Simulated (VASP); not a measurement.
# SiNi (Pmmn) in VASP: notebook

SiNi is run at these levels: RPBE; tasks: single point.

Everything below comes from runs of VASP 6.6.1. Logs are shortened: lines on timing, memory, paths and dates and some standing lists are left out, and cuts for length are marked.

### 1 The cell of the first run

It takes space group Pmmn (No. 59, orthorhombic). The conventional cell has a = 2.883 Å, b = 3.213 Å, c = 4.582 Å, α = 90.00°, β = 90.00°, γ = 90.00°. Ni (site symmetry mm2) has 6 Si at 2.29 to 2.32 Å and 6 Ni at 2.60 to 2.88 Å within 3.0 Å. Within 3.0 Å of Si (site symmetry mm2) lie 6 Ni at 2.29 to 2.32 Å and 6 Si at 2.59 to 2.88 Å.

### 2 Single point, RPBE, collinear spin, ferromagnetic start

Contents of INCAR:

```
ALGO = Normal
EDIFF = 1E-6
ENCUT = 520
GGA = RP
ISIF = 2
ISMEAR = -1
ISPIN = 2
LASPH = T
LCHARG = F
LMAXMIX = 4
LORBIT = 11
LREAL = F
LWAVE = F
MAGMOM = 1 1 0 0
NBANDS = 26
NELM = 150
PREC = Accurate
SIGMA = 0.05
```

Contents of KPOINTS:

```
k-points
0
Gamma
  9 8 6
```

Contents of POSCAR:

```
SiNi
1.0
    2.8826972597      0.0000000000      0.0000000000
    0.0000000000      3.2133613310      0.0000000000
    0.0000000000      0.0000000000      4.5819618704
Ni Si
2 2
Direct
    0.5000000000      0.5000000000      0.3424955900
    0.0000000000      0.0000000000      0.6575044100
    0.5000000000      0.5000000000      0.8431431600
    0.0000000000      0.0000000000      0.1568568400
```

Potentials or basis: VASP PAW PBE potentials, release 64 (Ni, Si).

Started as:

```bash
> cat potpaw_PBE.64/Ni/POTCAR potpaw_PBE.64/Si/POTCAR > POTCAR
> mpirun -np 1 vasp_std > vasp.out
```

OUTCAR:

```text
EDIFF = 1E-6
   ENCUT = 520
   GGA = RP
   ISIF = 2
   ISMEAR = -1
   ISPIN = 2
   LASPH = T
   LORBIT = 11
   LREAL = F
   NELM = 150
   PREC = Accurate

 ion  position               nearest neighbor table
   1  0.500  0.500  0.342-   3 2.29   3 2.29   4 2.32   4 2.32   4 2.32   4 2.32   2 2.60   2 2.60
                             2 2.60   2 2.60
   2  0.000  0.000  0.658-   4 2.29   4 2.29   3 2.32   3 2.32   3 2.32   3 2.32   1 2.60   1 2.60
                             1 2.60   1 2.60
   3  0.500  0.500  0.843-   1 2.29   1 2.29   2 2.32   2 2.32   2 2.32   2 2.32   4 2.59   4 2.59
                             4 2.59   4 2.59
   4  0.000  0.000  0.157-   2 2.29   2 2.29   1 2.32   1 2.32   1 2.32   1 2.32   3 2.59   3 2.59
                             3 2.59   3 2.59

  LATTYP: Found a simple orthorhombic cell.
 ALAT       =     2.8826972597
 B/A-ratio  =     1.1147064855
 C/A-ratio  =     1.5894703667

  Lattice vectors:

 A1 = (   2.8826972597,   0.0000000000,   0.0000000000)
 A2 = (   0.0000000000,   3.2133613310,   0.0000000000)
 A3 = (   0.0000000000,   0.0000000000,   4.5819618704)

Analysis of symmetry for initial positions (statically):
=====================================================================
 Subroutine PRICEL returns:
 Original cell was already a primitive cell.

 Routine SETGRP: Setting up the symmetry group for a
 simple orthorhombic supercell.

 Subroutine GETGRP returns: Found  8 space group operations
 (whereof  4 operations were pure point group operations)
 out of a pool of  8 trial point group operations.

The static configuration has the point symmetry C_2v.
 The point group associated with its full space group is D_2h.

Analysis of symmetry for dynamics (positions and initial velocities):
=====================================================================
 Subroutine PRICEL returns:
 Original cell was already a primitive cell.

 Routine SETGRP: Setting up the symmetry group for a
 simple orthorhombic supercell.

 Subroutine GETGRP returns: Found  8 space group operations
 (whereof  4 operations were pure point group operations)
 out of a pool of  8 trial point group operations.

The dynamic configuration has the point symmetry C_2v.
 The point group associated with its full space group is D_2h.

Analysis of structural, dynamic, and magnetic symmetry:
=====================================================================
 Subroutine PRICEL returns:
 Original cell was already a primitive cell.

 Routine SETGRP: Setting up the symmetry group for a
 simple orthorhombic supercell.

 Subroutine GETGRP returns: Found  8 space group operations
 (whereof  4 operations were pure point group operations)
 out of a pool of  8 trial point group operations.

The overall configuration has the point symmetry C_2v.
 The point group associated with its full space group is D_2h.

 Subroutine INISYM returns: Found  8 space group operations
 (whereof  4 operations are pure point group operations),
 and found     1 'primitive' translations

----------------------------------------------------------------------------------------

                                     Primitive cell

  volume of cell :      42.4434

  direct lattice vectors                    reciprocal lattice vectors
     2.882697260  0.000000000  0.000000000     0.346897336  0.000000000  0.000000000
     0.000000000  3.213361331  0.000000000     0.000000000  0.311200608  0.000000000
     0.000000000  0.000000000  4.581961870     0.000000000  0.000000000  0.218247124

  length of vectors
     2.882697260  3.213361331  4.581961870     0.346897336  0.311200608  0.218247124

  position of ions in fractional coordinates (direct lattice)
     0.500000000  0.500000000  0.342495590
     0.000000000  0.000000000  0.657504410
     0.500000000  0.500000000  0.843143160
     0.000000000  0.000000000  0.156856840

  ion indices of the primitive-cell ions
   primitive index   ion index
                 1           1
                 2           2
                 3           3
                 4           4

[... 25 lines left out ...]

 Following reciprocal coordinates:
            Coordinates               Weight
  0.000000  0.000000  0.000000      1.000000
  0.111111  0.000000  0.000000      2.000000
  0.222222  0.000000  0.000000      2.000000
  0.333333  0.000000  0.000000      2.000000
  0.444444  0.000000  0.000000      2.000000
  0.000000  0.125000  0.000000      2.000000
[... 16 lines left out ...]
  0.222222  0.500000  0.000000      2.000000
  0.333333  0.500000  0.000000      2.000000
 [... further k-points ...]
   k-points           NKPTS =    100   k-points in BZ     NKDIM =    100   number of bands    NBANDS=     26
   number of dos      NEDOS =    301   number of ions     NIONS =      4
   total plane-waves  NPLWV =  20736
   dimension x,y,z NGX =    24 NGY =   24 NGZ =   36
   dimension x,y,z NGXF=    48 NGYF=   48 NGZF=   72
   ions per type =               2   2
   NGX,Y,Z   is equivalent  to a cutoff of  13.84, 12.42, 13.06 a.u.
   NGXF,Y,Z  is equivalent  to a cutoff of  27.68, 24.83, 26.12 a.u.
 SYSTEM =  unknown system
   PREC   = accura    normal or accurate (medium, high low for compatibility)
   ISTART =      0    job   : 0-new  1-cont  2-samecut
   ICHARG =      2    charge: 1-file 2-atom 10-const
   ISPIN  =      2    spin polarized calculation?
   LNONCOLLINEAR =      F non collinear calculations
   LSORBIT =      F    spin-orbit coupling
   LASPH  =      T    aspherical Exc in radial PAW
   ENCUT  =  520.0 eV  38.22 Ry    6.18 a.u.   5.36  5.97  8.52*2*pi/ulx,y,z
   NELM   =    150;   NELMIN=  2; NELMDL= -5     # of ELM steps
   EDIFF  = 0.1E-05   stopping-criterion for ELM
   LREAL  =      F    real-space projection
   EDIFFG = 0.1E-04   stopping-criterion for IOM
   NSW    =      0    number of steps for IOM
   IBRION =     -1    ionic relax: 0-MD 1-quasi-New 2-CG
   NFREE  =      0    steps in history (QN), initial steepest desc. (CG)
   ISIF   =      2    stress and relaxation
   ISYM   =      2    0-nonsym 1-usesym 2-fastsym
   POTIM  = 0.5000    time-step for ionic-motion
   TEBEG  =    0.0;   TEEND  =   0.0 temperature during run
   PSTRESS=    0.0 pullay stress
   NELECT =      28.0000    total number of electrons
   NUPDOWN=      -1.0000    fix difference up-down
   EMIN   =  10.00;   EMAX   =-10.00  energy-range for DOS
   EFERMI =   0.00;   METHOD = LEGACY
   ISMEAR =    -1;   SIGMA  =   0.05  broadening in eV -4-tet -1-fermi 0-gaus
   EFERMI_NEDOS =   21; number of points for ismear=-14 and -15
   IALGO  =     38    algorithm
   IMIX   =      4    mixing-type and parameters
     AMIX     =   0.40;   BMIX     =  1.00
     AMIX_MAG =   1.60;   BMIX_MAG =  1.00
  volume/ion in A,a.u.               =      10.61        71.61
  Fermi-wavevector in a.u.,A,eV,Ry     =   1.425140  2.693124 27.633754  2.031024
  Thomas-Fermi vector in A             =   2.545556
   LORBIT       =     11    0 simple, 1 ext, 2 COOP (PROOUT), +10 PAW based schemes
   GGA     = RP    functional components
   LHFCALC =     F    Hartree Fock is set to
   AEXX    =    0.0000 exact exchange contribution
   IVDW    =     0    specifies the selected vdW correction
   LEPSILON=     F    determine dielectric tensor
   LRPA    =     F    only Hartree local field effects (RPA)
 spin polarized calculation
  energy-cutoff  :      520.00
  volume of cell :       42.44
 maximum number of plane-waves:      1160
 NGX is ok and might be reduce to    24
   NGX = 11   NGY = 11   NGZ = 17

 number of electron      27.9999991 magnetization      -0.0002386

 number of electron      27.9999991 magnetization       0.0000060

 Free energy of the ion-electron system (eV)
  ---------------------------------------------------
  ext. energy  EPLUGINS =         0.00000000
  ---------------------------------------------------
  free energy    TOTEN  =       -21.55804208 eV

  energy without entropy =      -21.54957315  energy(sigma->0) =      -21.55380761

 E-fermi :  12.8679     XC(G=0): -12.8655

 val. band max:       12.8227289431   @ k =   0.2222   0.1250   0.1667
 cond. band min:      12.8742094614   @ k =   0.4444   0.5000   0.3333
 fundamental gap:      0.0514805183
 Fermi energy:        12.8679024524

 spin component 1

 k-point     1 :       0.0000    0.0000    0.0000
  band No.  band energies     occupation
      1      -1.8943      1.00000
      2       4.1864      1.00000
      3       5.7668      1.00000
      4       8.1161      1.00000
      5       8.7340      1.00000
      6       9.5906      1.00000
[... 685 lines left out ...]
     25      30.2610      0.00000
     26      30.2610      0.00000

 [... further k-points ...]

 spin component 2

 k-point     1 :       0.0000    0.0000    0.0000
  band No.  band energies     occupation
      1      -1.8944      1.00000
      2       4.1864      1.00000
      3       5.7668      1.00000
      4       8.1161      1.00000
      5       8.7340      1.00000
      6       9.5906      1.00000
[... 685 lines left out ...]
     25      30.2610      0.00000
     26      30.2610      0.00000

 [... further k-points ...]

------------------------ aborting loop because EDIFF is reached ----------------------------------------

  FORCE on cell =-STRESS in cart. coord.  units (eV):
  Direction    XX          YY          ZZ          XY          YZ          ZX
  --------------------------------------------------------------------------------------
  -------------------------------------------------------------------------------------
  Total        6.0666050      6.7149242      7.7139725      0.0000000      0.0000000      0.0000000
  in kB      229.0056682    253.4787910    291.1914385      0.0000000      0.0000000      0.0000000
  external PRESSURE =     257.8919659 kB  Pullay stress =       0.0000000 kB

 VOLUME and BASIS-vectors are now :
 -----------------------------------------------------------------------------
  energy-cutoff  :      520.00
  volume of cell :       42.44
      direct lattice vectors                 reciprocal lattice vectors
     2.882697260  0.000000000  0.000000000     0.346897336  0.000000000  0.000000000
     0.000000000  3.213361331  0.000000000     0.000000000  0.311200608  0.000000000
     0.000000000  0.000000000  4.581961870     0.000000000  0.000000000  0.218247124

 POSITION                                       TOTAL-FORCE (eV/Angst)
 -----------------------------------------------------------------------------------
      1.44135      1.60668      1.56930         0.000000      0.000000      0.273929
      0.00000      0.00000      3.01266         0.000000      0.000000     -0.273929
      1.44135      1.60668      3.86325         0.000000      0.000000      0.257042
      0.00000      0.00000      0.71871         0.000000      0.000000     -0.257042
 -----------------------------------------------------------------------------------
    total drift:                                0.000000      0.000000     -0.000000

  FREE ENERGIE OF THE ION-ELECTRON SYSTEM (eV)
  ---------------------------------------------------
  free  energy   TOTEN  =       -21.5580420759 eV

  energy  without entropy=      -21.5495731460  energy(sigma->0) =      -21.55380761

 total charge

# of ion       s       p       d       tot
------------------------------------------
    1        0.514   0.699   8.511   9.724
    2        0.514   0.699   8.511   9.724
    3        0.748   0.917   0.000   1.665
    4        0.748   0.917   0.000   1.665
--------------------------------------------------
tot          2.524   3.231  17.022  22.777

 magnetization (x)

# of ion       s       p       d       tot
------------------------------------------
    1       -0.000  -0.000  -0.000  -0.000
    2       -0.000  -0.000  -0.000  -0.000
    3       -0.000   0.000   0.000   0.000
    4       -0.000   0.000   0.000   0.000
--------------------------------------------------
tot         -0.000   0.000  -0.000  -0.000
```

Wall time 1.9 min (1 thread of AMD EPYC 9R45 (Zen 5), shared host); peak memory 0.25 GiB.

What came out:

```
Free energy                                           : -21.5580 eV
Pressure                                              : 25.8 GPa
Largest force                                         : 0.274 eV/Å
Band gap on the k mesh                                : zero (filled and empty bands overlap)
Net moment                                            : 0.00 μB per cell
Valence electrons inside the program's atomic spheres : Ni 9.72; Si 1.67
```

Forces in eV/Å, atoms in the order of the input:
```
Ni   0.000  0.000  0.274
Ni   0.000  0.000 -0.274
Si   0.000  0.000  0.257
Si   0.000  0.000 -0.257
```

Levels at points of the mesh, in eV from the Fermi level:
Spin up:
```tsv
k point	band 11	band 12	band 13	band 14	band 15	band 16	band 17	band 18
(0.00, 0.00, 0.00)	-2.55	-2.22	-2.20	-1.47	1.32	2.95	5.50	5.80
(0.00, 0.50, 0.00)	-2.47	-2.47	-2.41	-2.41	1.31	1.31	5.26	5.26
(0.00, 0.00, 0.50)	-2.96	-2.27	1.16	1.64	1.99	2.65	3.10	3.86
(0.00, 0.50, 0.50)	-2.25	-2.25	-2.23	-2.23	5.44	5.44	5.69	5.69
```
Spin down:
| k point | band 12 | band 13 | band 14 | band 15 | band 16 | band 17 |
| --- | --- | --- | --- | --- | --- | --- |
| (0.00, 0.00, 0.00) | -2.22 | -2.20 | -1.47 | 1.32 | 2.95 | 5.50 |
| (0.00, 0.50, 0.00) | -2.47 | -2.41 | -2.41 | 1.31 | 1.31 | 5.26 |
| (0.00, 0.00, 0.50) | -2.27 | 1.16 | 1.64 | 1.99 | 2.65 | 3.10 |
| (0.00, 0.50, 0.50) | -2.25 | -2.23 | -2.23 | 5.44 | 5.44 | 5.69 |

Caveat: the stress differs along the axes, from 23 to 29 GPa; the moments typed at the start vanished in this run; the PAW data sets were made with another functional, which shifts forces and pressure a little.

### 3 Single point, RPBE, collinear spin, ferromagnetic start

This run uses another cell than the first one, of 10.84 Å³/atom.

Contents of INCAR:

```
  ALGO = Normal
  EDIFF = 1E-7
  ENCUT = 520
  GGA = RP
  ISIF = 2
  ISMEAR = -1
  ISPIN = 2
  LASPH = T
  LCHARG = F
  LMAXMIX = 4
  LORBIT = 11
  LREAL = F
  LWAVE = F
  MAGMOM = 1 1 0 0
  NBANDS = 26
  NELM = 150
  PREC = Accurate
  SIGMA = 0.05
```

KPOINTS is that of step 2.

Contents of POSCAR:

```
SiNi
1.0
    2.9029986135      0.0000000000      0.0000000000
    0.0000000000      3.2359913818      0.0000000000
    0.0000000000      0.0000000000      4.6142302706
Ni Si
2 2
Direct
    0.5000000000      0.5000000000      0.3424955900
    0.0000000000      0.0000000000      0.6575044100
    0.5000000000      0.5000000000      0.8431431600
    0.0000000000      0.0000000000      0.1568568400
```

Potentials or basis: VASP PAW PBE potentials, release 64 (Ni, Si).

Started as:

```bash
> cat potpaw_PBE.64/Ni/POTCAR potpaw_PBE.64/Si/POTCAR > POTCAR
> mpirun -np 1 vasp_std > vasp.out
```

It took 2 min on 1 thread of AMD EPYC 9R45 (Zen 5), shared host; peak memory 0.25 GiB.

The run converged. Its results:

| Property | Result |
| --- | --- |
| Free energy | -21.6870 eV |
| Pressure | 20.1 GPa |
| Largest force | 0.210 eV/Å |
| Band gap on the k mesh | zero (filled and empty bands overlap) |
| Net moment | 0.00 μB per cell |
| Valence electrons inside the program's atomic spheres | Ni 9.67; Si 1.65 |

Forces on the atoms (eV/Å):
```
Ni   0.000  0.000  0.205
Ni   0.000  0.000 -0.205
Si   0.000  0.000  0.210
Si   0.000  0.000 -0.210
```

Stress tensor (GPa, compression positive):
```
17.98  0.00  0.00
 0.00 19.86  0.00
 0.00  0.00 22.36
```

Levels at points of the mesh, in eV from the Fermi level:
Spin up:
| k point | band 12 | band 13 | band 14 | band 15 | band 16 | band 17 |
| --- | --- | --- | --- | --- | --- | --- |
| (0.00, 0.00, 0.00) | -2.15 | -2.14 | -1.43 | 1.30 | 2.89 | 5.40 |
| (0.00, 0.50, 0.00) | -2.40 | -2.34 | -2.34 | 1.27 | 1.27 | 5.18 |
| (0.00, 0.00, 0.50) | -2.21 | 1.14 | 1.64 | 2.01 | 2.58 | 3.04 |
| (0.00, 0.50, 0.50) | -2.19 | -2.17 | -2.17 | 5.37 | 5.37 | 5.60 |
Spin down:
```tsv
k point	band 12	band 13	band 14	band 15	band 16	band 17
(0.00, 0.00, 0.00)	-2.15	-2.14	-1.43	1.30	2.89	5.40
(0.00, 0.50, 0.00)	-2.40	-2.34	-2.34	1.27	1.27	5.18
(0.00, 0.00, 0.50)	-2.21	1.14	1.64	2.01	2.58	3.04
(0.00, 0.50, 0.50)	-2.19	-2.17	-2.17	5.37	5.37	5.60
```

Caveat: the cell stands under pressure; the moments typed at the start vanished in this run; the PAW data sets were made with another functional, which shifts forces and pressure a little.

The gap in the log of VASP goes by the Fermi energy; the results here count the filled bands.